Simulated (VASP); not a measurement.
Here is a VASP 6.6.1 calculation.

File INCAR:

```
SYSTEM = Ga3PN2
  PREC = Accurate
  ENCUT = 520
  EDIFF = 1E-6
  ISMEAR = 0
  SIGMA = 0.1
  LREAL = .False.
  LASPH = .True.
  NELM = 150
  ALGO = Normal
  ISIF = 2
  LWAVE = .False.
  LCHARG = .True.
  ISPIN = 2
  MAGMOM = 0 0 0 0 1 1
  LORBIT = 11
  GGA = PE
  LELF = .True.
  LVHAR = .True.
  NBANDS = 40
```

KPOINTS

```
regular mesh
0
Gamma
  6 6 2
  0 0 0
```

Contents of POSCAR:

```
Ga3PN2
1.0
    3.1663685627      0.0000000000      0.0000000000
   -1.5831842814      2.7421556130      0.0000000000
    0.0000000000      0.0000000000      8.4042865077
Ga P N
3 1 2
Direct
    0.0000000000      0.0000000000      0.5000000000
    0.6666666667      0.3333333333      0.7888407113
    0.3333333333      0.6666666667      0.2111592887
    0.0000000000      0.0000000000      0.0000000000
    0.6666666667      0.3333333333      0.3499385312
    0.3333333333      0.6666666667      0.6500614688
```

Potentials or basis: VASP PAW PBE potentials, release 64 (Ga_d, P, N).

Launch:

```bash
$ cat potpaw_PBE.64/Ga_d/POTCAR potpaw_PBE.64/P/POTCAR potpaw_PBE.64/N/POTCAR > POTCAR
$ mpirun -np 1 vasp_std > vasp.out
```

(1) Predict the net moment.

(2) What does it give for the band gap on the k mesh?

Answers

(1) 0.00 μB per cell.

(2) zero (filled and empty bands overlap).

Caveat: the k points lie up to 0.38 Å⁻¹ apart.
